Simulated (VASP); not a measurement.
# Re (Fm-3m) in VASP: single point with LDA

Aim: the single point of Re with LDA.

Everything below comes from runs of VASP 6.6.1. Logs are shortened: lines on timing, memory, paths and dates and some standing lists are left out, and cuts for length are marked.

## (1) The cell of the first run

The structure is cubic, space group Fm-3m (No. 225). The conventional cell has a = 3.859 Å, b = 3.859 Å, c = 3.859 Å, α = 90.00°, β = 90.00°, γ = 90.00°. Re (site symmetry m-3m) has 12 Re at 2.73 Å within 3.6 Å.

## (2) Single point, LDA

File INCAR:

```
SYSTEM = Re
PREC = Accurate
ENCUT = 520
EDIFF = 1E-6
ISMEAR = -1
SIGMA = 0.13605693000000002
LREAL = .FALSE.
LASPH = .TRUE.
NELM = 60
ALGO = Normal
ISIF = 2
LWAVE = .FALSE.
LCHARG = .FALSE.
GGA = CA
NBANDS = 10
```

File KPOINTS:

```
regular mesh
0
G
  15 15 15
  0 0 0
```

File POSCAR:

```
Re
1.0
    0.0000000000      1.9295473537      1.9295473537
    1.9295473537      0.0000000000      1.9295473537
    1.9295473537      1.9295473537      0.0000000000
Re
1
Direct
    0.0000000000      0.0000000000      0.0000000000
```

Potentials or basis: VASP PAW LDA potentials, release 64 (Re).

Launch:

```bash
$ cat potpaw_LDA.64/Re/POTCAR > POTCAR
$ mpirun -np 1 vasp_std > vasp.out
```

OUTCAR:

```text
SYSTEM = Re
   PREC = Accurate
   ENCUT = 520
   EDIFF = 1E-6
   ISMEAR = -1
   LREAL = .FALSE.
   LASPH = .TRUE.
   NELM = 60
   ISIF = 2
   GGA = CA

 ion  position               nearest neighbor table
   1  0.000  0.000  0.000-

  LATTYP: Found a face centered cubic cell.
 ALAT       =     3.8590947074

  Lattice vectors:

 A1 = (   0.0000000000,   1.9295473537,   1.9295473537)
 A2 = (   1.9295473537,   0.0000000000,   1.9295473537)
 A3 = (   1.9295473537,   1.9295473537,   0.0000000000)

Analysis of symmetry for initial positions (statically):
=====================================================================
 Subroutine PRICEL returns:
 Original cell was already a primitive cell.

 Routine SETGRP: Setting up the symmetry group for a
 face centered cubic supercell.

 Subroutine GETGRP returns: Found 48 space group operations
 (whereof 48 operations were pure point group operations)
 out of a pool of 48 trial point group operations.

The static configuration has the point symmetry O_h .

Analysis of symmetry for dynamics (positions and initial velocities):
=====================================================================
 Subroutine PRICEL returns:
 Original cell was already a primitive cell.

 Routine SETGRP: Setting up the symmetry group for a
 face centered cubic supercell.

 Subroutine GETGRP returns: Found 48 space group operations
 (whereof 48 operations were pure point group operations)
 out of a pool of 48 trial point group operations.

The dynamic configuration has the point symmetry O_h .

 Subroutine INISYM returns: Found 48 space group operations
 (whereof 48 operations are pure point group operations),
 and found     1 'primitive' translations

----------------------------------------------------------------------------------------

                                     Primitive cell

  volume of cell :      14.3680

  direct lattice vectors                    reciprocal lattice vectors
     0.000000000  1.929547354  1.929547354    -0.259128131  0.259128131  0.259128131
     1.929547354  0.000000000  1.929547354     0.259128131 -0.259128131  0.259128131
     1.929547354  1.929547354  0.000000000     0.259128131  0.259128131 -0.259128131

  length of vectors
     2.728792037  2.728792037  2.728792037     0.448823089  0.448823089  0.448823089

  position of ions in fractional coordinates (direct lattice)
     0.000000000  0.000000000  0.000000000

  ion indices of the primitive-cell ions
   primitive index   ion index
                 1           1

----------------------------------------------------------------------------------------

 KPOINTS: regular mesh

Automatic generation of k-mesh.
 Grid dimensions read from file:
 generate k-points for:   15   15   15

 Generating k-lattice:

  Cartesian coordinates                     Fractional coordinates (reciprocal lattice)
    -0.017275209  0.017275209  0.017275209     0.066666667  0.000000000  0.000000000
     0.017275209 -0.017275209  0.017275209     0.000000000  0.066666667  0.000000000
     0.017275209  0.017275209 -0.017275209     0.000000000  0.000000000  0.066666667

  Length of vectors
     0.029921539  0.029921539  0.029921539

  Shift w.r.t. Gamma in fractional coordinates (k-lattice)
     0.000000000  0.000000000  0.000000000

 Subroutine IBZKPT returns following result:
 ===========================================

 Found    120 irreducible k-points:

 Following reciprocal coordinates:
            Coordinates               Weight
  0.000000  0.000000  0.000000      1.000000
  0.066667  0.000000  0.000000      8.000000
  0.133333  0.000000  0.000000      8.000000
  0.200000  0.000000  0.000000      8.000000
  0.266667  0.000000  0.000000      8.000000
  0.333333  0.000000  0.000000      8.000000
[... 16 lines left out ...]
  0.133333  0.133333  0.000000      6.000000
  0.200000  0.133333  0.000000     24.000000
 [... further k-points ...]
   k-points           NKPTS =    120   k-points in BZ     NKDIM =    120   number of bands    NBANDS=     10
   number of dos      NEDOS =    301   number of ions     NIONS =      1
   total plane-waves  NPLWV =   8000
   dimension x,y,z NGX =    20 NGY =   20 NGZ =   20
   dimension x,y,z NGXF=    40 NGYF=   40 NGZF=   40
   ions per type =               1
   NGX,Y,Z   is equivalent  to a cutoff of  12.18, 12.18, 12.18 a.u.
   NGXF,Y,Z  is equivalent  to a cutoff of  24.37, 24.37, 24.37 a.u.
 SYSTEM =  Re
   PREC   = accura    normal or accurate (medium, high low for compatibility)
   ISTART =      0    job   : 0-new  1-cont  2-samecut
   ICHARG =      2    charge: 1-file 2-atom 10-const
   ISPIN  =      1    spin polarized calculation?
   LNONCOLLINEAR =      F non collinear calculations
   LSORBIT =      F    spin-orbit coupling
   LASPH  =      T    aspherical Exc in radial PAW
   ENCUT  =  520.0 eV  38.22 Ry    6.18 a.u.   5.07  5.07  5.07*2*pi/ulx,y,z
   NELM   =     60;   NELMIN=  2; NELMDL= -5     # of ELM steps
   EDIFF  = 0.1E-05   stopping-criterion for ELM
   LREAL  =      F    real-space projection
   EDIFFG = 0.1E-04   stopping-criterion for IOM
   NSW    =      0    number of steps for IOM
   IBRION =     -1    ionic relax: 0-MD 1-quasi-New 2-CG
   NFREE  =      0    steps in history (QN), initial steepest desc. (CG)
   ISIF   =      2    stress and relaxation
   ISYM   =      2    0-nonsym 1-usesym 2-fastsym
   POTIM  = 0.5000    time-step for ionic-motion
   TEBEG  =    0.0;   TEEND  =   0.0 temperature during run
   PSTRESS=    0.0 pullay stress
   NELECT =       7.0000    total number of electrons
   NUPDOWN=      -1.0000    fix difference up-down
   EMIN   =  10.00;   EMAX   =-10.00  energy-range for DOS
   EFERMI =   0.00;   METHOD = LEGACY
   ISMEAR =    -1;   SIGMA  =   0.14  broadening in eV -4-tet -1-fermi 0-gaus
   EFERMI_NEDOS =   21; number of points for ismear=-14 and -15
   IALGO  =     38    algorithm
   IMIX   =      4    mixing-type and parameters
     AMIX     =   0.40;   BMIX     =  1.00
     AMIX_MAG =   1.60;   BMIX_MAG =  1.00
  volume/ion in A,a.u.               =      14.37        96.96
  Fermi-wavevector in a.u.,A,eV,Ry     =   1.288177  2.434301 22.577493  1.659399
  Thomas-Fermi vector in A             =   2.420146
   LORBIT       =      0    0 simple, 1 ext, 2 COOP (PROOUT), +10 PAW based schemes
   GGA     = CA    functional components
   LHFCALC =     F    Hartree Fock is set to
   AEXX    =    0.0000 exact exchange contribution
   IVDW    =     0    specifies the selected vdW correction
   LEPSILON=     F    determine dielectric tensor
   LRPA    =     F    only Hartree local field effects (RPA)
 non-spin polarized calculation
  energy-cutoff  :      520.00
  volume of cell :       14.37
 maximum number of plane-waves:       397
   NGX = 11   NGY = 11   NGZ = 11

 number of electron       7.0000001 magnetization

 Free energy of the ion-electron system (eV)
  ---------------------------------------------------
  ext. energy  EPLUGINS =         0.00000000
  ---------------------------------------------------
  free energy    TOTEN  =       -13.71915288 eV

  energy without entropy =      -13.66759248  energy(sigma->0) =      -13.69337268

 E-fermi :   8.4002     XC(G=0): -13.9712

 val. band max:        8.3973726140   @ k =   0.3333   0.2000   0.0000
 cond. band min:       8.4126656063   @ k =   0.2667   0.2000   0.0667
 fundamental gap:      0.0152929924
 Fermi energy:         8.4002059065

 k-point     1 :       0.0000    0.0000    0.0000
  band No.  band energies     occupation
      1      -1.8033      2.00000
      2       6.4204      2.00000
      3       6.4204      2.00000
      4       6.4204      2.00000
      5       9.7119      0.00013
      6       9.7119      0.00013
      7      22.4123      0.00000
      8      28.1601      0.00000
      9      28.1601      0.00000
     10      28.1601      0.00000

 k-point     2 :       0.0667    0.0000    0.0000
  band No.  band energies     occupation
      1      -1.5901      2.00000
      2       6.2762      2.00000
      3       6.5206      2.00000
      4       6.5206      2.00000
      5       9.6299      0.00024
      6       9.6299      0.00024
      7      22.8281      0.00000
      8      27.1500      0.00000
      9      28.5528      0.00000
     10      28.5528      0.00000

 k-point     3 :       0.1333    0.0000    0.0000
  band No.  band energies     occupation
      1      -0.9873      2.00000
      2       5.9344      2.00000
      3       6.7615      1.99999
      4       6.7615      1.99999
      5       9.4777      0.00073
      6       9.4777      0.00073
      7      23.8616      0.00000
      8      25.5562      0.00000
      9      29.6791      0.00000
     10      29.6791      0.00000

 k-point     4 :       0.2000    0.0000    0.0000
  band No.  band energies     occupation
      1      -0.1233      2.00000
      2       5.6277      2.00000
      3       6.9411      1.99996
      4       6.9411      1.99996
      5       9.5287      0.00050
      6       9.5287      0.00050
      7      23.5035      0.00000
      8      25.8048      0.00000
      9      31.4066      0.00000
     10      31.4066      0.00000
[... 222 lines left out ...]
 k-point    22 :      -0.0667    0.0667    0.0000
  band No.  band energies     occupation
      1      -1.2452      2.00000
      2       6.0289      2.00000
      3       6.6619      1.99999
      4       6.7217      1.99999
      5       9.3045      0.00259
      6       9.7343      0.00011
      7      23.4813      0.00000
      8      26.3373      0.00000
      9      28.5300      0.00000
     10      29.5025      0.00000

 k-point    23 :       0.1333    0.1333    0.0000
  band No.  band energies     occupation
      1      -0.7087      2.00000
      2       5.4798      2.00000
      3       7.1152      1.99984
      4       7.1152      1.99984
      5       8.5481      0.50443
      6      10.0832      0.00001
      7      24.5251      0.00000
      8      26.6979      0.00000
      9      28.7683      0.00000
     10      28.7683      0.00000

 k-point    24 :       0.2000    0.1333    0.0000
  band No.  band energies     occupation
      1      -0.0402      2.00000
      2       5.0812      2.00000
      3       7.3001      1.99938
      4       7.4539      1.99809
      5       8.3121      1.31288
      6      10.2779      0.00000
      7      25.5406      0.00000
      8      25.9721      0.00000
      9      29.2258      0.00000
     10      29.7564      0.00000

 [... further k-points ...]
[... 5 lines left out ...]
  --------------------------------------------------------------------------------------
  -------------------------------------------------------------------------------------
  Total        0.2018588      0.2018588      0.2018588     -0.0000000     -0.0000000      0.0000000
  in kB       22.5093030     22.5093030     22.5093030     -0.0000000     -0.0000000      0.0000000
  external PRESSURE =      22.5093030 kB  Pullay stress =       0.0000000 kB

 VOLUME and BASIS-vectors are now :
 -----------------------------------------------------------------------------
  energy-cutoff  :      520.00
  volume of cell :       14.37
      direct lattice vectors                 reciprocal lattice vectors
     0.000000000  1.929547354  1.929547354    -0.259128131  0.259128131  0.259128131
     1.929547354  0.000000000  1.929547354     0.259128131 -0.259128131  0.259128131
     1.929547354  1.929547354  0.000000000     0.259128131  0.259128131 -0.259128131

 POSITION                                       TOTAL-FORCE (eV/Angst)
 -----------------------------------------------------------------------------------
      0.00000      0.00000      0.00000         0.000000     -0.000000      0.000000
 -----------------------------------------------------------------------------------
    total drift:                                0.000000      0.000000     -0.000000

  FREE ENERGIE OF THE ION-ELECTRON SYSTEM (eV)
  ---------------------------------------------------
  free  energy   TOTEN  =       -13.7191528807 eV

  energy  without entropy=      -13.6675924769  energy(sigma->0) =      -13.69337268
```

Wall time 6 s (1 thread of Intel Xeon 6975P-C, shared host); peak memory 0.13 GiB.

Results:

```
Free energy : -13.7192 eV
Pressure    : 2.3 GPa
```

Caveat: spin-orbit coupling is left out, which moves the levels of the heavy elements.
